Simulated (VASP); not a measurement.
# C3N4 (R3m) in VASP: a series of runs

Runs on C3N4. Level: PBEsol. Tasks: single point, relaxation of cell and atoms.

All numbers are computed with VASP 6.6.1; they aren't measurements. Logs are shortened: lines on timing, memory, paths and dates and some standing lists are left out, and cuts for length are marked.

### Step 1. The cell of the first run

Symmetry: R3m, No. 160, trigonal system. The conventional cell has a = 4.756 Å, b = 4.756 Å, c = 10.201 Å, α = 90.00°, β = 90.00°, γ = 120.00°. C (site symmetry m) has 3 N at 1.32 to 1.45 Å within 1.8 Å. Within 1.8 Å of N (site symmetry m) lie 2 C at 1.32 Å. N (site symmetry 3m) has 3 C at 1.45 Å within 1.9 Å.

### Step 2. Single point, PBEsol

INCAR

```
PREC = Accurate
ENCUT = 520
EDIFF = 1E-7
ISMEAR = 0
SIGMA = 0.02
LREAL = F
LASPH = T
NELM = 60
ALGO = Normal
ISIF = 2
LWAVE = F
LCHARG = F
GGA = PS
NBANDS = 25
```

KPOINTS

```
Automatic mesh
0
Gamma
  6 6 6
```

POSCAR

```
C3N4
1.0
    2.3778538850      1.3728545806      3.4003970952
   -2.3778538850      1.3728545806      3.4003970952
    0.0000000000     -2.7457091612      3.4003970952
C N
3 4
Direct
    0.4903063010      0.4903063010      0.0188554240
    0.4903063010      0.0188554240      0.4903063010
    0.0188554240      0.4903063010      0.4903063010
    0.6604506611      0.1696988442      0.1696988442
    0.1696988442      0.1696988442      0.6604506611
    0.6656826245      0.6656826245      0.6656826245
    0.1696988442      0.6604506611      0.1696988442
```

Potentials or basis: VASP PAW PBE potentials, release 64 (C, N).

Run with:

```bash
cat potpaw_PBE.64/C/POTCAR potpaw_PBE.64/N/POTCAR > POTCAR
mpirun -np 1 vasp_std > vasp.out
```

OUTCAR:

```text
PREC = Accurate
   ENCUT = 520
   EDIFF = 1E-7
   ISMEAR = 0
   LREAL = F
   LASPH = T
   NELM = 60
   ISIF = 2
   GGA = PS

 ion  position               nearest neighbor table
   1  0.490  0.490  0.019-   4 1.32   7 1.32   6 1.45
   2  0.490  0.019  0.490-   5 1.32   4 1.32   6 1.45
   3  0.019  0.490  0.490-   5 1.32   7 1.32   6 1.45
   4  0.660  0.170  0.170-   1 1.32   2 1.32
   5  0.170  0.170  0.660-   2 1.32   3 1.32
   6  0.666  0.666  0.666-   2 1.45   3 1.45   1 1.45
   7  0.170  0.660  0.170-   1 1.32   3 1.32

  LATTYP: Found a trigonal (rhomboedric) cell.
 ALAT       =     4.3705399212
 COS(alpha) =     0.4079885021

  Lattice vectors:

 A1 = (   2.3778538850,   1.3728545806,   3.4003970952)
 A2 = (  -2.3778538850,   1.3728545806,   3.4003970952)
 A3 = (   0.0000000000,  -2.7457091612,   3.4003970952)

Analysis of symmetry for initial positions (statically):
=====================================================================
 Subroutine PRICEL returns:
 Original cell was already a primitive cell.

 Routine SETGRP: Setting up the symmetry group for a
 trigonal (rhombohedral) supercell.

 Subroutine GETGRP returns: Found  6 space group operations
 (whereof  6 operations were pure point group operations)
 out of a pool of 12 trial point group operations.

The static configuration has the point symmetry C_3v.

Analysis of symmetry for dynamics (positions and initial velocities):
=====================================================================
 Subroutine PRICEL returns:
 Original cell was already a primitive cell.

 Routine SETGRP: Setting up the symmetry group for a
 trigonal (rhombohedral) supercell.

 Subroutine GETGRP returns: Found  6 space group operations
 (whereof  6 operations were pure point group operations)
 out of a pool of 12 trial point group operations.

The dynamic configuration has the point symmetry C_3v.

 Subroutine INISYM returns: Found  6 space group operations
 (whereof  6 operations are pure point group operations),
 and found     1 'primitive' translations

----------------------------------------------------------------------------------------

                                     Primitive cell

  volume of cell :      66.6025

  direct lattice vectors                    reciprocal lattice vectors
     2.377853885  1.372854581  3.400397095     0.210273643  0.121401545  0.098027767
    -2.377853885  1.372854581  3.400397095    -0.210273643  0.121401545  0.098027767
     0.000000000 -2.745709161  3.400397095     0.000000000 -0.242803089  0.098027767

  length of vectors
     4.370539921  4.370539921  4.370539921     0.261844960  0.261844960  0.261844960

  position of ions in fractional coordinates (direct lattice)
     0.490306301  0.490306301  0.018855424
     0.490306301  0.018855424  0.490306301
     0.018855424  0.490306301  0.490306301
     0.660450661  0.169698844  0.169698844
     0.169698844  0.169698844  0.660450661
     0.665682625  0.665682625  0.665682625
     0.169698844  0.660450661  0.169698844

  ion indices of the primitive-cell ions
   primitive index   ion index
                 1           1
                 2           2
                 3           3
                 4           4
                 5           5
                 6           6
                 7           7

----------------------------------------------------------------------------------------

 KPOINTS: Automatic mesh

Automatic generation of k-mesh.
 Grid dimensions read from file:
 generate k-points for:    6    6    6

 Generating k-lattice:

  Cartesian coordinates                     Fractional coordinates (reciprocal lattice)
     0.035045607  0.020233591  0.016337961     0.166666667  0.000000000 -0.000000000
    -0.035045607  0.020233591  0.016337961     0.000000000  0.166666667 -0.000000000
     0.000000000 -0.040467182  0.016337961    -0.000000000 -0.000000000  0.166666667

  Length of vectors
     0.043640827  0.043640827  0.043640827

  Shift w.r.t. Gamma in fractional coordinates (k-lattice)
     0.000000000  0.000000000  0.000000000

 Subroutine IBZKPT returns following result:
 ===========================================

 Found     32 irreducible k-points:

 Following reciprocal coordinates:
            Coordinates               Weight
  0.000000  0.000000  0.000000      1.000000
  0.166667 -0.000000  0.000000      6.000000
  0.333333  0.000000 -0.000000      6.000000
  0.500000  0.000000  0.000000      3.000000
  0.166667  0.166667  0.000000      6.000000
  0.333333  0.166667  0.000000     12.000000
[... 16 lines left out ...]
  0.500000  0.500000  0.166667      6.000000
 -0.333333  0.500000  0.166667     12.000000
 [... further k-points ...]
   k-points           NKPTS =     32   k-points in BZ     NKDIM =     32   number of bands    NBANDS=     25
   number of dos      NEDOS =    301   number of ions     NIONS =      7
   total plane-waves  NPLWV =  46656
   dimension x,y,z NGX =    36 NGY =   36 NGZ =   36
   dimension x,y,z NGXF=    72 NGYF=   72 NGZF=   72
   ions per type =               3   4
   NGX,Y,Z   is equivalent  to a cutoff of  13.69, 13.69, 13.69 a.u.
   NGXF,Y,Z  is equivalent  to a cutoff of  27.39, 27.39, 27.39 a.u.
 SYSTEM =  unknown system
   PREC   = accura    normal or accurate (medium, high low for compatibility)
   ISTART =      0    job   : 0-new  1-cont  2-samecut
   ICHARG =      2    charge: 1-file 2-atom 10-const
   ISPIN  =      1    spin polarized calculation?
   LNONCOLLINEAR =      F non collinear calculations
   LSORBIT =      F    spin-orbit coupling
   LASPH  =      T    aspherical Exc in radial PAW
   ENCUT  =  520.0 eV  38.22 Ry    6.18 a.u.   8.13  8.13  8.13*2*pi/ulx,y,z
   NELM   =     60;   NELMIN=  2; NELMDL= -5     # of ELM steps
   EDIFF  = 0.1E-06   stopping-criterion for ELM
   LREAL  =      F    real-space projection
   EDIFFG = 0.1E-05   stopping-criterion for IOM
   NSW    =      0    number of steps for IOM
   IBRION =     -1    ionic relax: 0-MD 1-quasi-New 2-CG
   NFREE  =      0    steps in history (QN), initial steepest desc. (CG)
   ISIF   =      2    stress and relaxation
   ISYM   =      2    0-nonsym 1-usesym 2-fastsym
   POTIM  = 0.5000    time-step for ionic-motion
   TEBEG  =    0.0;   TEEND  =   0.0 temperature during run
   PSTRESS=    0.0 pullay stress
   NELECT =      32.0000    total number of electrons
   NUPDOWN=      -1.0000    fix difference up-down
   EMIN   =  10.00;   EMAX   =-10.00  energy-range for DOS
   EFERMI =   0.00;   METHOD = LEGACY
   ISMEAR =     0;   SIGMA  =   0.02  broadening in eV -4-tet -1-fermi 0-gaus
   EFERMI_NEDOS =   21; number of points for ismear=-14 and -15
   IALGO  =     38    algorithm
   IMIX   =      4    mixing-type and parameters
     AMIX     =   0.40;   BMIX     =  1.00
     AMIX_MAG =   1.60;   BMIX_MAG =  1.00
  volume/ion in A,a.u.               =       9.51        64.21
  Fermi-wavevector in a.u.,A,eV,Ry     =   1.282216  2.423037 22.369048  1.644079
  Thomas-Fermi vector in A             =   2.414541
   LORBIT       =      0    0 simple, 1 ext, 2 COOP (PROOUT), +10 PAW based schemes
   GGA     = PS    functional components
   LHFCALC =     F    Hartree Fock is set to
   AEXX    =    0.0000 exact exchange contribution
   IVDW    =     0    specifies the selected vdW correction
   LEPSILON=     F    determine dielectric tensor
   LRPA    =     F    only Hartree local field effects (RPA)
 non-spin polarized calculation
 Gauss-broadening in eV      SIGMA  =   0.02
  energy-cutoff  :      520.00
  volume of cell :       66.60
 maximum number of plane-waves:      1824
 NGX is ok and might be reduce to    36
   NGX = 17   NGY = 17   NGZ = 17

 number of electron      32.0000000 magnetization

 Free energy of the ion-electron system (eV)
  ---------------------------------------------------
  ext. energy  EPLUGINS =         0.00000000
  ---------------------------------------------------
  free energy    TOTEN  =       -61.57647804 eV

  energy without entropy =      -61.57647804  energy(sigma->0) =      -61.57647804

 E-fermi :   3.6463     XC(G=0): -10.0772

 val. band max:        3.5278676952   @ k =   0.0000   0.0000   0.0000
 cond. band min:       4.7658707293   @ k =   0.0000   0.0000   0.0000
 fundamental gap:      1.2380030342
 Fermi energy:         3.6463212276

 k-point     1 :       0.0000    0.0000    0.0000
  band No.  band energies     occupation
      1     -19.2674      2.00000
      2     -14.8680      2.00000
      3     -14.5347      2.00000
      4     -14.5347      2.00000
      5     -11.0458      2.00000
      6     -11.0458      2.00000
[... 17 lines left out ...]
     24      14.6980      0.00000
     25      14.6980      0.00000

 k-point     2 :       0.1667   -0.0000    0.0000
  band No.  band energies     occupation
      1     -19.1280      2.00000
      2     -15.6589      2.00000
      3     -14.6265      2.00000
      4     -14.1785      2.00000
      5     -10.7435      2.00000
      6     -10.4545      2.00000
[... 17 lines left out ...]
     24      14.4437      0.00000
     25      15.1419      0.00000

 k-point     3 :       0.3333    0.0000   -0.0000
  band No.  band energies     occupation
      1     -18.7467      2.00000
      2     -16.6545      2.00000
      3     -14.7864      2.00000
      4     -14.0611      2.00000
      5     -10.0488      2.00000
      6      -9.0467      2.00000
[... 552 lines left out ...]
 k-point    23 :       0.5000    0.5000    0.1667
  band No.  band energies     occupation
      1     -18.6518      2.00000
      2     -16.6611      2.00000
      3     -14.8730      2.00000
      4     -14.0896      2.00000
      5     -10.0489      2.00000
      6      -9.0848      2.00000
[... 17 lines left out ...]
     24      13.0733      0.00000
     25      13.8033      0.00000

 k-point    24 :      -0.3333    0.5000    0.1667
  band No.  band energies     occupation
      1     -18.3619      2.00000
      2     -17.1267      2.00000
      3     -15.2374      2.00000
      4     -13.7544      2.00000
      5      -9.6452      2.00000
      6      -8.1592      2.00000
[... 17 lines left out ...]
     24      13.3802      0.00000
     25      13.6733      0.00000

 [... further k-points ...]

------------------------ aborting loop because EDIFF is reached ----------------------------------------

  FORCE on cell =-STRESS in cart. coord.  units (eV):
  Direction    XX          YY          ZZ          XY          YZ          ZX
  --------------------------------------------------------------------------------------
  -------------------------------------------------------------------------------------
  Total        0.4633227      0.4633227     -0.0955308      0.0000000      0.0000000      0.0000000
  in kB       11.1456025     11.1456025     -2.2980697      0.0000000      0.0000000      0.0000000
  external PRESSURE =       6.6643784 kB  Pullay stress =       0.0000000 kB

 VOLUME and BASIS-vectors are now :
 -----------------------------------------------------------------------------
  energy-cutoff  :      520.00
  volume of cell :       66.60
      direct lattice vectors                 reciprocal lattice vectors
     2.377853885  1.372854581  3.400397095     0.210273643  0.121401545  0.098027767
    -2.377853885  1.372854581  3.400397095    -0.210273643  0.121401545  0.098027767
     0.000000000 -2.745709161  3.400397095     0.000000000 -0.242803089  0.098027767

 POSITION                                       TOTAL-FORCE (eV/Angst)
 -----------------------------------------------------------------------------------
      0.00000      1.29447      3.39859        -0.000000      0.098492      0.000117
      1.12104     -0.64723      3.39859         0.085296     -0.049246      0.000117
     -1.12104     -0.64723      3.39859        -0.085296     -0.049246      0.000117
      1.16694      0.67373      3.39988         0.055025      0.031769      0.000188
      0.00000     -1.34746      3.39988        -0.000000     -0.063538      0.000188
      0.00000      0.00000      6.79076        -0.000000      0.000000     -0.000912
     -1.16694      0.67373      3.39988        -0.055025      0.031769      0.000188
 -----------------------------------------------------------------------------------
    total drift:                                0.000000      0.000000     -0.000586

  FREE ENERGIE OF THE ION-ELECTRON SYSTEM (eV)
  ---------------------------------------------------
  free  energy   TOTEN  =       -61.5764780368 eV

  energy  without entropy=      -61.5764780368  energy(sigma->0) =      -61.57647804
```

Wall time 29 s (1 thread of Intel Xeon 6975P-C (Granite Rapids), shared host); peak memory 0.2 GiB.

What came out:

```
Free energy            : -61.5765 eV
Pressure               : 0.7 GPa
Largest force          : 0.098 eV/Å
Band gap on the k mesh : 1.24 eV, direct
```

Forces on the atoms (eV/Å):
```
C    0.000  0.098  0.000
C    0.085 -0.049  0.000
C   -0.085 -0.049  0.000
N    0.055  0.032  0.000
N    0.000 -0.064  0.000
N    0.000  0.000 -0.001
N   -0.055  0.032  0.000
```

Stress tensor (GPa, compression positive):
```
 1.11  0.00  0.00
 0.00  1.11  0.00
 0.00  0.00 -0.23
```

Levels at points of the mesh, in eV from the valence-band top:
```tsv
k point	band 12	band 13	band 14	band 15	band 16	band 17	band 18	band 19	band 20	band 21
(0.00, 0.00, 0.00)	-4.03	-4.03	-2.99	0.00	0.00	1.24	1.24	3.96	6.36	6.51
(0.50, 0.00, 0.00)	-4.49	-4.42	-3.15	-2.51	-0.46	2.47	3.62	5.93	6.59	7.30
(0.50, 0.50, 0.00)	-4.44	-3.58	-3.14	-2.16	-0.48	2.11	3.87	6.60	6.85	8.62
(0.50, 0.50, 0.50)	-3.56	-3.56	-2.61	-0.03	-0.03	1.68	1.68	6.19	6.81	6.81
```

Caveat: the PAW data sets were made with another functional, which shifts forces and pressure a little.

(Part 1 of 2 ends here.)
